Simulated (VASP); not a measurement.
# AlNi4Bi (Cmmm) in VASP: further runs

Runs on AlNi4Bi. Level: PBEsol. Tasks: single point, relaxation of cell and atoms.

Everything below comes from runs of VASP 6.6.1. Logs are shortened: lines on timing, memory, paths and dates and some standing lists are left out, and cuts for length are marked.

**1. The cell of the first run**

Symmetry: Cmmm, No. 65, orthorhombic system. The conventional cell has a = 4.846 Å, b = 8.018 Å, c = 3.814 Å, α = 90.00°, β = 90.00°, γ = 90.00°. Al (site symmetry mmm) has 8 Ni at 2.34 to 2.35 Å and 4 Bi at 3.08 Å within 3.1 Å. Bi (site symmetry mmm) has 14 Ni at 2.64 to 3.02 Å and 4 Al at 3.08 Å within 3.5 Å. Ni (site symmetry m2m) has 2 Al at 2.35 Å and 7 Ni at 2.35 to 2.74 Å and 3 Bi at 2.64 to 2.78 Å within 3.1 Å. Ni (site symmetry 2/m) has 2 Al at 2.34 Å and 6 Ni at 2.35 to 2.42 Å and 4 Bi at 3.02 Å within 3.1 Å.

**2. Single point, PBEsol**

The input, INCAR:

```
SYSTEM = AlNi4Bi
PREC = Accurate
ENCUT = 520
EDIFF = 1E-7
ISMEAR = 0
SIGMA = 0.1
LREAL = .False.
LASPH = .True.
NELM = 80
ALGO = Normal
ISIF = 2
LWAVE = .False.
LCHARG = .False.
GGA = PS
NBANDS = 38
```

The input, KPOINTS:

```
Automatic mesh
0
Gamma
  4 4 6
  0 0 0
```

The input, POSCAR:

```
AlNi4Bi
1.0
    2.4228452690     -4.0091641905      0.0000000000
    2.4228452690      4.0091641905      0.0000000000
    0.0000000000      0.0000000000      3.8138926647
Al Bi Ni
1 1 4
Direct
    0.0000000000      0.0000000000      0.5000000000
    0.5000000000      0.5000000000      0.0000000000
    0.1705615159      0.8294384841      0.0000000000
    0.8294384841      0.1705615159      0.0000000000
    0.0000000000      0.5000000000      0.5000000000
    0.5000000000      0.0000000000      0.5000000000
```

Potentials or basis: VASP PAW PBE potentials, release 64 (Al, Bi_d, Ni).

Started as:

```
> cat potpaw_PBE.64/Al/POTCAR potpaw_PBE.64/Bi_d/POTCAR potpaw_PBE.64/Ni/POTCAR > POTCAR
> mpirun -np 1 vasp_std > vasp.out
```

OUTCAR:

```text
SYSTEM = AlNi4Bi
   PREC = Accurate
   ENCUT = 520
   EDIFF = 1E-7
   ISMEAR = 0
   LREAL = .False.
   LASPH = .True.
   NELM = 80
   ISIF = 2
   GGA = PS

 ion  position               nearest neighbor table
   1  0.000  0.000  0.500-   5 2.34   6 2.34   5 2.34   6 2.34   3 2.35   4 2.35   3 2.35   4 2.35
                             2 3.08   2 3.08   2 3.08   2 3.08
   2  0.500  0.500  0.000-   3 2.64   4 2.64   3 2.78   4 2.78   3 2.78   4 2.78   5 3.02   6 3.02
                             5 3.02   6 3.02   6 3.02   6 3.02   5 3.02   5 3.02   1 3.08   1 3.08
   3  0.171  0.829  0.000-   1 2.35   1 2.35   6 2.35   5 2.35   5 2.35   6 2.35   2 2.64   4 2.74
                             4 2.74   4 2.74   2 2.78   2 2.78
   4  0.829  0.171  0.000-   1 2.35   1 2.35   6 2.35   5 2.35   5 2.35   6 2.35   2 2.64   3 2.74
                             3 2.74   3 2.74   2 2.78   2 2.78
   5  0.000  0.500  0.500-   1 2.34   1 2.34   4 2.35   3 2.35   4 2.35   3 2.35   6 2.42   6 2.42
                             2 3.02   2 3.02   2 3.02   2 3.02
   6  0.500  0.000  0.500-   1 2.34   1 2.34   4 2.35   3 2.35   4 2.35   3 2.35   5 2.42   5 2.42
                             2 3.02   2 3.02   2 3.02   2 3.02

  LATTYP: Found a base centered orthorhombic cell.
 ALAT       =     4.8456905380
 B/A-ratio  =     1.6547338956
 C/A-ratio  =     0.7870689708

  Lattice vectors:

 A1 = (   2.4228452690,  -4.0091641905,   0.0000000000)
 A2 = (   2.4228452690,   4.0091641905,   0.0000000000)
 A3 = (   0.0000000000,   0.0000000000,   3.8138926647)

Analysis of symmetry for initial positions (statically):
=====================================================================
 Subroutine PRICEL returns:
 Original cell was already a primitive cell.

 Routine SETGRP: Setting up the symmetry group for a
 base centered orthorhombic supercell.

 Subroutine GETGRP returns: Found  8 space group operations
 (whereof  8 operations were pure point group operations)
 out of a pool of  8 trial point group operations.

The static configuration has the point symmetry D_2h.

Analysis of symmetry for dynamics (positions and initial velocities):
=====================================================================
 Subroutine PRICEL returns:
 Original cell was already a primitive cell.

 Routine SETGRP: Setting up the symmetry group for a
 base centered orthorhombic supercell.

 Subroutine GETGRP returns: Found  8 space group operations
 (whereof  8 operations were pure point group operations)
 out of a pool of  8 trial point group operations.

The dynamic configuration has the point symmetry D_2h.
[... 112 lines left out ...]
   NFREE  =      0    steps in history (QN), initial steepest desc. (CG)
   ISIF   =      2    stress and relaxation
   ISYM   =      2    0-nonsym 1-usesym 2-fastsym
   POTIM  = 0.5000    time-step for ionic-motion
   TEBEG  =    0.0;   TEEND  =   0.0 temperature during run
   PSTRESS=    0.0 pullay stress
   NELECT =      58.0000    total number of electrons
   NUPDOWN=      -1.0000    fix difference up-down
   EMIN   =  10.00;   EMAX   =-10.00  energy-range for DOS
   EFERMI =   0.00;   METHOD = LEGACY
   ISMEAR =     0;   SIGMA  =   0.10  broadening in eV -4-tet -1-fermi 0-gaus
   EFERMI_NEDOS =   21; number of points for ismear=-14 and -15
   IALGO  =     38    algorithm
   IMIX   =      4    mixing-type and parameters
     AMIX     =   0.40;   BMIX     =  1.00
     AMIX_MAG =   1.60;   BMIX_MAG =  1.00
  volume/ion in A,a.u.               =      12.35        83.33
  Fermi-wavevector in a.u.,A,eV,Ry     =   1.508776  2.851174 30.972380  2.276406
  Thomas-Fermi vector in A             =   2.619186
   LORBIT       =      0    0 simple, 1 ext, 2 COOP (PROOUT), +10 PAW based schemes
   GGA     = PS    functional components
   LHFCALC =     F    Hartree Fock is set to
   AEXX    =    0.0000 exact exchange contribution
   IVDW    =     0    specifies the selected vdW correction
   LEPSILON=     F    determine dielectric tensor
   LRPA    =     F    only Hartree local field effects (RPA)
 non-spin polarized calculation
 Gauss-broadening in eV      SIGMA  =   0.10
  energy-cutoff  :      520.00
  volume of cell :       74.09
 maximum number of plane-waves:      2008
 NGX is ok and might be reduce to    36
   NGX = 17   NGY = 17   NGZ = 15

 number of electron      58.0000024 magnetization

 Free energy of the ion-electron system (eV)
  ---------------------------------------------------
  ext. energy  EPLUGINS =         0.00000000
  ---------------------------------------------------
  free energy    TOTEN  =       -32.97107326 eV

  energy without entropy =      -32.94794378  energy(sigma->0) =      -32.95950852

 E-fermi :  11.1754     XC(G=0): -12.9772

 val. band max:       11.1525662973   @ k =   0.5000   0.2500   0.1667
 cond. band min:      11.1944145648   @ k =   0.2500   0.2500   0.3333
 fundamental gap:      0.0418482675
 Fermi energy:        11.1754274404

 k-point     1 :       0.0000    0.0000    0.0000
  band No.  band energies     occupation
      1     -11.8657      2.00000
      2     -11.8213      2.00000
      3     -11.8015      2.00000
      4     -11.7799      2.00000
      5     -11.7665      2.00000
      6      -2.2703      2.00000
[... 973 lines left out ...]
     37      19.6254      0.00000
     38      19.7571      0.00000

 [... further k-points ...]

------------------------ aborting loop because EDIFF is reached ----------------------------------------

  FORCE on cell =-STRESS in cart. coord.  units (eV):
  Direction    XX          YY          ZZ          XY          YZ          ZX
  --------------------------------------------------------------------------------------
  -------------------------------------------------------------------------------------
  Total        8.0993232      7.6280135     12.6267668      0.0000000      0.0000000      0.0000000
  in kB      175.1383804    164.9468589    273.0390464      0.0000000      0.0000000      0.0000000
  external PRESSURE =     204.3747619 kB  Pullay stress =       0.0000000 kB

 VOLUME and BASIS-vectors are now :
 -----------------------------------------------------------------------------
  energy-cutoff  :      520.00
  volume of cell :       74.09
      direct lattice vectors                 reciprocal lattice vectors
     2.422845269 -4.009164190  0.000000000     0.206368936 -0.124714274  0.000000000
     2.422845269  4.009164190  0.000000000     0.206368936  0.124714274  0.000000000
     0.000000000  0.000000000  3.813892665     0.000000000  0.000000000  0.262199303

 POSITION                                       TOTAL-FORCE (eV/Angst)
 -----------------------------------------------------------------------------------
      0.00000      0.00000      1.90695         0.000000      0.000000      0.000000
      2.42285      0.00000      0.00000        -0.000000      0.000000      0.000000
      2.42285      2.64155      0.00000         0.000000      0.049320      0.000000
      2.42285     -2.64155      0.00000         0.000000     -0.049320      0.000000
      1.21142      2.00458      1.90695         0.000000      0.000000      0.000000
      1.21142     -2.00458      1.90695         0.000000     -0.000000      0.000000
 -----------------------------------------------------------------------------------
    total drift:                                0.000000      0.000000      0.000000

  FREE ENERGIE OF THE ION-ELECTRON SYSTEM (eV)
  ---------------------------------------------------
  free  energy   TOTEN  =       -32.9710732561 eV

  energy  without entropy=      -32.9479437753  energy(sigma->0) =      -32.95950852
```

Run time: 1.7 min. Hardware: 1 thread of AMD EPYC 9755, shared host; peak memory 0.19 GiB.

Results:

```
Free energy            : -32.9711 eV
Pressure               : 20.4 GPa
Largest force          : 0.049 eV/Å
Band gap on the k mesh : zero (bands 29 and 30 overlap by 1.48 eV)
```

Forces on the atoms (eV/Å):
```
Al   0.000  0.000  0.000
Bi   0.000  0.000  0.000
Ni   0.000  0.049  0.000
Ni   0.000 -0.049  0.000
Ni   0.000  0.000  0.000
Ni   0.000  0.000  0.000
```

Stress tensor (GPa, compression positive):
```
17.51  0.00  0.00
 0.00 16.49  0.00
 0.00  0.00 27.30
```

Caveat: the k points lie up to 0.38 Å⁻¹ apart, too coarse for converged energies and pressures of a metal; the PAW data sets were made with another functional, which shifts forces and pressure a little; spin-orbit coupling is left out, which moves the levels of the heavy elements. Spin polarisation is off, so any magnetic state and its effect on volume and gap are missing.

**3. Single point, PBEsol**

This run uses another cell than the first one, of 13.70 Å³/atom.

The input, INCAR:

```
SYSTEM = AlNi4Bi
  ALGO = Fast
  EDIFF = 1E-6
  ENCUT = 520
  GGA = PS
  ISIF = 2
  ISMEAR = 0
  LASPH = .TRUE.
  LCHARG = .FALSE.
  LREAL = .FALSE.
  LWAVE = .FALSE.
  NBANDS = 38
  NELM = 100
  PREC = Accurate
  SIGMA = 0.1
```

The input, KPOINTS:

```
k-points
0
G
  6 6 6
  0 0 0
```

The input, POSCAR:

```
AlNi4Bi
1.0
    2.4674658007     -4.0953354850      0.0000000000
    2.4674658007      4.0953354850      0.0000000000
    0.0000000000      0.0000000000      4.0684483766
Al Bi Ni
1 1 4
Direct
    0.0000000000      0.0000000000      0.5000000000
    0.5000000000      0.5000000000      0.0000000000
    0.1708177751      0.8291822249      0.0000000000
    0.8291822249      0.1708177751      0.0000000000
    0.0000000000      0.5000000000      0.5000000000
    0.5000000000      0.0000000000      0.5000000000
```

Potentials or basis: VASP PAW PBE potentials, release 64 (Al, Bi_d, Ni).

Started as:

```
> cat potpaw_PBE.64/Al/POTCAR potpaw_PBE.64/Bi_d/POTCAR potpaw_PBE.64/Ni/POTCAR > POTCAR
> mpirun -np 1 vasp_std > vasp.out
```

Wall time 3.5 min (1 thread of AMD EPYC 9755, shared host); peak memory 0.25 GiB.

It converged, with:

| Item | Value |
| --- | --- |
| Free energy | -33.5087 eV |
| Pressure | 0.2 GPa |
| Band gap on the k mesh | zero (bands 29 and 30 overlap by 1.09 eV) |

Forces on the atoms (eV/Å):
```
Al   0.000  0.000  0.000
Bi   0.000  0.000  0.000
Ni   0.000  0.003  0.000
Ni   0.000 -0.003  0.000
Ni   0.000  0.000  0.000
Ni   0.000  0.000  0.000
```

Stress tensor (GPa, compression positive):
```
 0.18  0.00  0.00
 0.00 -0.01  0.00
 0.00  0.00  0.43
```

Levels at points of the mesh, in eV from the Fermi level:
```tsv
k point	band 25	band 26	band 27	band 28	band 29	band 30	band 31	band 32	band 33	band 34
(0.00, 0.00, 0.00)	-0.75	-0.67	-0.66	-0.01	0.09	0.51	0.64	1.58	2.13	3.73
(0.50, 0.00, 0.00)	-0.91	-0.89	-0.84	-0.75	-0.23	1.31	1.58	2.43	3.22	5.48
(0.50, 0.50, 0.00)	-0.91	-0.79	-0.50	0.00	0.32	1.68	1.80	1.82	4.23	4.93
(0.00, 0.00, 0.50)	-0.76	-0.68	-0.63	-0.47	0.08	1.25	1.67	1.98	2.09	2.19
(0.50, 0.00, 0.50)	-0.90	-0.78	-0.63	-0.49	-0.47	-0.13	0.22	1.07	2.39	6.14
(0.50, 0.50, 0.50)	-1.16	-1.15	-0.81	-0.57	-0.57	-0.49	0.07	1.02	2.60	6.67
```

Caveat: the PAW data sets were made with another functional, which shifts forces and pressure a little; spin-orbit coupling is left out, which moves the levels of the heavy elements.

[end of part 1 of 2]

The gap in the log of VASP goes by the Fermi energy; the results here count the filled bands.